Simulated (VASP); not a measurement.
# Ni (Fm-3m) in VASP: a series of runs

Ni is run at these levels: PBEsol; tasks: single point.

Everything below comes from runs of VASP 6.6.1. Logs are shortened: lines on timing, memory, paths and dates and some standing lists are left out, and cuts for length are marked.

### Step 1. The cell of the first run

The structure is cubic, space group Fm-3m (No. 225). Conventional cell: a = 3.253 Å, b = 3.253 Å, c = 3.253 Å, α = 90.00°, β = 90.00°, γ = 90.00°. Ni (site symmetry m-3m) has 12 Ni at 2.30 Å within 3.0 Å.

### Step 2. Single point, PBEsol, collinear spin, ferromagnetic start (strain -0.080 along x and y, -0.080 along z)

File INCAR:

```
SYSTEM = Ni
PREC = Accurate ; ENCUT = 520
EDIFF = 1E-6 ; ISMEAR = 0
SIGMA = 0.15 ; LREAL = .False.
LASPH = .True. ; NELM = 150
ALGO = Fast ; ISIF = 2
LWAVE = .False. ; LCHARG = .False.
ISPIN = 2 ; MAGMOM = 0.81
LORBIT = 11 ; LMAXMIX = 4
GGA = PS ; NBANDS = 15
```

File KPOINTS:

```
regular mesh
0
Gamma
  22 22 22
  0 0 0
```

File POSCAR:

```
Ni
1.0
    0.0000000000      1.6265140000      1.6265140000
    1.6265140000      0.0000000000      1.6265140000
    1.6265140000      1.6265140000      0.0000000000
Ni
1
Direct
    0.0000000000      0.0000000000      0.0000000000
```

Potentials or basis: VASP PAW PBE potentials, release 64 (Ni).

Command:

```console
$ cat potpaw_PBE.64/Ni/POTCAR > POTCAR
$ mpirun -np 1 vasp_std > vasp.out
```

OUTCAR:

```text
SYSTEM = Ni
   PREC = Accurate
   ENCUT = 520
   EDIFF = 1E-6
   ISMEAR = 0
   LREAL = .False.
   LASPH = .True.
   NELM = 150
   ISIF = 2
   ISPIN = 2
   LORBIT = 11
   GGA = PS

 ion  position               nearest neighbor table
   1  0.000  0.000  0.000-

  LATTYP: Found a face centered cubic cell.
 ALAT       =     3.2530280000

  Lattice vectors:

 A1 = (   0.0000000000,   1.6265140000,   1.6265140000)
 A2 = (   1.6265140000,   0.0000000000,   1.6265140000)
 A3 = (   1.6265140000,   1.6265140000,   0.0000000000)

Analysis of symmetry for initial positions (statically):
=====================================================================
 Subroutine PRICEL returns:
 Original cell was already a primitive cell.

 Routine SETGRP: Setting up the symmetry group for a
 face centered cubic supercell.

 Subroutine GETGRP returns: Found 48 space group operations
 (whereof 48 operations were pure point group operations)
 out of a pool of 48 trial point group operations.

The static configuration has the point symmetry O_h .

Analysis of symmetry for dynamics (positions and initial velocities):
=====================================================================
 Subroutine PRICEL returns:
 Original cell was already a primitive cell.

 Routine SETGRP: Setting up the symmetry group for a
 face centered cubic supercell.

 Subroutine GETGRP returns: Found 48 space group operations
 (whereof 48 operations were pure point group operations)
 out of a pool of 48 trial point group operations.

The dynamic configuration has the point symmetry O_h .

Analysis of structural, dynamic, and magnetic symmetry:
=====================================================================
 Subroutine PRICEL returns:
 Original cell was already a primitive cell.

 Routine SETGRP: Setting up the symmetry group for a
 face centered cubic supercell.

 Subroutine GETGRP returns: Found 48 space group operations
 (whereof 48 operations were pure point group operations)
 out of a pool of 48 trial point group operations.

The overall configuration has the point symmetry O_h .

 Subroutine INISYM returns: Found 48 space group operations
 (whereof 48 operations are pure point group operations),
 and found     1 'primitive' translations

----------------------------------------------------------------------------------------

                                     Primitive cell

  volume of cell :       8.6060

  direct lattice vectors                    reciprocal lattice vectors
     0.000000000  1.626514000  1.626514000    -0.307405900  0.307405900  0.307405900
     1.626514000  0.000000000  1.626514000     0.307405900 -0.307405900  0.307405900
     1.626514000  1.626514000  0.000000000     0.307405900  0.307405900 -0.307405900

  length of vectors
     2.300238158  2.300238158  2.300238158     0.532442637  0.532442637  0.532442637

  position of ions in fractional coordinates (direct lattice)
     0.000000000  0.000000000  0.000000000

  ion indices of the primitive-cell ions
   primitive index   ion index
                 1           1

----------------------------------------------------------------------------------------

 KPOINTS: regular mesh

Automatic generation of k-mesh.
 Grid dimensions read from file:
 generate k-points for:   22   22   22

 Generating k-lattice:

  Cartesian coordinates                     Fractional coordinates (reciprocal lattice)
    -0.013972995  0.013972995  0.013972995     0.045454545  0.000000000  0.000000000
     0.013972995 -0.013972995  0.013972995     0.000000000  0.045454545  0.000000000
     0.013972995  0.013972995 -0.013972995     0.000000000  0.000000000  0.045454545

  Length of vectors
     0.024201938  0.024201938  0.024201938

  Shift w.r.t. Gamma in fractional coordinates (k-lattice)
     0.000000000  0.000000000  0.000000000

 Subroutine IBZKPT returns following result:
 ===========================================

 Found    328 irreducible k-points:

 Following reciprocal coordinates:
            Coordinates               Weight
  0.000000  0.000000  0.000000      1.000000
  0.045455  0.000000  0.000000      8.000000
  0.090909  0.000000  0.000000      8.000000
  0.136364  0.000000  0.000000      8.000000
  0.181818  0.000000  0.000000      8.000000
  0.227273  0.000000  0.000000      8.000000
[... 16 lines left out ...]
  0.500000  0.045455  0.000000     24.000000
 -0.454545  0.045455  0.000000     24.000000
 [... further k-points ...]
   k-points           NKPTS =    328   k-points in BZ     NKDIM =    328   number of bands    NBANDS=     15
   number of dos      NEDOS =    301   number of ions     NIONS =      1
   total plane-waves  NPLWV =   5832
   dimension x,y,z NGX =    18 NGY =   18 NGZ =   18
   dimension x,y,z NGXF=    36 NGYF=   36 NGZF=   36
   ions per type =               1
   NGX,Y,Z   is equivalent  to a cutoff of  13.01, 13.01, 13.01 a.u.
   NGXF,Y,Z  is equivalent  to a cutoff of  26.02, 26.02, 26.02 a.u.
 SYSTEM =  Ni
   PREC   = accura    normal or accurate (medium, high low for compatibility)
   ISTART =      0    job   : 0-new  1-cont  2-samecut
   ICHARG =      2    charge: 1-file 2-atom 10-const
   ISPIN  =      2    spin polarized calculation?
   LNONCOLLINEAR =      F non collinear calculations
   LSORBIT =      F    spin-orbit coupling
   LASPH  =      T    aspherical Exc in radial PAW
   ENCUT  =  520.0 eV  38.22 Ry    6.18 a.u.   4.28  4.28  4.28*2*pi/ulx,y,z
   NELM   =    150;   NELMIN=  2; NELMDL= -5     # of ELM steps
   EDIFF  = 0.1E-05   stopping-criterion for ELM
   LREAL  =      F    real-space projection
   EDIFFG = 0.1E-04   stopping-criterion for IOM
   NSW    =      0    number of steps for IOM
   IBRION =     -1    ionic relax: 0-MD 1-quasi-New 2-CG
   NFREE  =      0    steps in history (QN), initial steepest desc. (CG)
   ISIF   =      2    stress and relaxation
   ISYM   =      2    0-nonsym 1-usesym 2-fastsym
   POTIM  = 0.5000    time-step for ionic-motion
   TEBEG  =    0.0;   TEEND  =   0.0 temperature during run
   PSTRESS=    0.0 pullay stress
   NELECT =      10.0000    total number of electrons
   NUPDOWN=      -1.0000    fix difference up-down
   EMIN   =  10.00;   EMAX   =-10.00  energy-range for DOS
   EFERMI =   0.00;   METHOD = LEGACY
   ISMEAR =     0;   SIGMA  =   0.15  broadening in eV -4-tet -1-fermi 0-gaus
   EFERMI_NEDOS =   21; number of points for ismear=-14 and -15
   IALGO  =     68    algorithm
   IMIX   =      4    mixing-type and parameters
     AMIX     =   0.40;   BMIX     =  1.00
     AMIX_MAG =   1.60;   BMIX_MAG =  1.00
  volume/ion in A,a.u.               =       8.61        58.08
  Fermi-wavevector in a.u.,A,eV,Ry     =   1.721104  3.252414 40.303148  2.962198
  Thomas-Fermi vector in A             =   2.797418
   LORBIT       =     11    0 simple, 1 ext, 2 COOP (PROOUT), +10 PAW based schemes
   GGA     = PS    functional components
   LHFCALC =     F    Hartree Fock is set to
   AEXX    =    0.0000 exact exchange contribution
   IVDW    =     0    specifies the selected vdW correction
   LEPSILON=     F    determine dielectric tensor
   LRPA    =     F    only Hartree local field effects (RPA)
 spin polarized calculation
 RMM-DIIS sequential band-by-band and
 Gauss-broadening in eV      SIGMA  =   0.15
  energy-cutoff  :      520.00
  volume of cell :        8.61
 maximum number of plane-waves:       259
 NGX is ok and might be reduce to    18
   NGX =  9   NGY =  9   NGZ =  9

 number of electron      10.0000000 magnetization       0.8100000

 number of electron       9.9999989 magnetization       0.5378234

 Free energy of the ion-electron system (eV)
  ---------------------------------------------------
  ext. energy  EPLUGINS =         0.00000000
  ---------------------------------------------------
  free energy    TOTEN  =        -5.83411520 eV

  energy without entropy =       -5.81796123  energy(sigma->0) =       -5.82603822

 E-fermi :  12.9473     XC(G=0): -14.8878

 val. band max:       12.9461267557   @ k =   0.4545   0.4091   0.0455
 cond. band min:      12.9474598740   @ k =   0.4545   0.4091   0.0000
 fundamental gap:      0.0013331183
 Fermi energy:        12.9472556015

 spin component 1

 k-point     1 :       0.0000    0.0000    0.0000
  band No.  band energies     occupation
      1       2.1307      1.00000
      2       9.8620      1.00000
      3       9.8620      1.00000
      4       9.8620      1.00000
      5      11.4918      1.00000
      6      11.4918      1.00000
      7      38.5759      0.00000
      8      44.3239      0.00000
      9      44.3239      0.00000
     10      44.3239      0.00000
     11      48.4478      0.00000
     12      48.4478      0.00000
     13      48.4478      0.00000
     14      50.5610      0.00000
     15      60.0315      0.00000
[... 397 lines left out ...]
 k-point    24 :      -0.4545    0.0455    0.0000
  band No.  band energies     occupation
      1       6.6847      1.00000
      2       9.7930      1.00000
      3       9.8811      1.00000
      4      11.4714      1.00000
      5      12.4211      1.00000
      6      13.1071      0.06586
      7      20.7807      0.00000
      8      36.6862      0.00000
      9      40.7446      0.00000
     10      41.5742      0.00000
     11      45.2896      0.00000
     12      45.9902      0.00000
     13      52.9723      0.00000
     14      58.7202      0.00000
     15      65.1856      0.00000

 [... further k-points ...]

 spin component 2

 k-point     1 :       0.0000    0.0000    0.0000
  band No.  band energies     occupation
      1       2.1362      1.00000
      2      10.4854      1.00000
      3      10.4854      1.00000
      4      10.4854      1.00000
      5      12.0193      1.00000
      6      12.0193      1.00000
      7      38.5056      0.00000
      8      44.3166      0.00000
      9      44.3166      0.00000
     10      44.3166      0.00000
     11      48.5789      0.00000
     12      48.5789      0.00000
     13      48.5789      0.00000
     14      50.5001      0.00000
     15      60.2740      0.00000
[... 397 lines left out ...]
 k-point    24 :      -0.4545    0.0455    0.0000
  band No.  band energies     occupation
      1       7.0436      1.00000
      2      10.3098      1.00000
      3      10.4093      1.00000
      4      11.6843      1.00000
      5      13.0731      0.11773
      6      13.5692      0.00000
      7      21.1538      0.00000
      8      36.6366      0.00000
      9      40.8331      0.00000
     10      41.6669      0.00000
     11      45.3753      0.00000
     12      46.0634      0.00000
     13      53.2539      0.00000
     14      59.8749      0.00000
     15      65.3073      0.00000

 [... further k-points ...]
[... 5 lines left out ...]
  --------------------------------------------------------------------------------------
  -------------------------------------------------------------------------------------
  Total        3.6106849      3.6106849      3.6106849     -0.0000000     -0.0000000      0.0000000
  in kB      672.1972901    672.1972901    672.1972901     -0.0000000     -0.0000000      0.0000000
  external PRESSURE =     672.1972901 kB  Pullay stress =       0.0000000 kB

 VOLUME and BASIS-vectors are now :
 -----------------------------------------------------------------------------
  energy-cutoff  :      520.00
  volume of cell :        8.61
      direct lattice vectors                 reciprocal lattice vectors
     0.000000000  1.626514000  1.626514000    -0.307405900  0.307405900  0.307405900
     1.626514000  0.000000000  1.626514000     0.307405900 -0.307405900  0.307405900
     1.626514000  1.626514000  0.000000000     0.307405900  0.307405900 -0.307405900

 POSITION                                       TOTAL-FORCE (eV/Angst)
 -----------------------------------------------------------------------------------
      0.00000      0.00000      0.00000        -0.000000     -0.000000     -0.000000
 -----------------------------------------------------------------------------------
    total drift:                                0.000000     -0.000000     -0.000000

  FREE ENERGIE OF THE ION-ELECTRON SYSTEM (eV)
  ---------------------------------------------------
  free  energy   TOTEN  =        -5.8341151982 eV

  energy  without entropy=       -5.8179612321  energy(sigma->0) =       -5.82603822

 total charge

# of ion       s       p       d       tot
------------------------------------------
    1        0.618   0.755   8.477   9.850

 magnetization (x)

# of ion       s       p       d       tot
------------------------------------------
    1       -0.007  -0.024   0.560   0.528
```

Run time: 69 s. Hardware: 1 thread of Intel Xeon 6975P-C, shared host; peak memory 0.18 GiB.

What came out:

| Quantity | Value |
| --- | --- |
| Free energy | -5.8341 eV |
| Pressure | 67.2 GPa |
| Net moment | 0.54 μB per cell |
| Site moments | Ni +0.53 μB |
| Valence electrons inside the program's atomic spheres | Ni 9.85 |

Caveat: the cell differs from its parent crystal (strain -0.080 along x and y, -0.080 along z); the PAW data sets were made with another functional, which shifts forces and pressure a little.

(Part 1 of 2 ends here.)
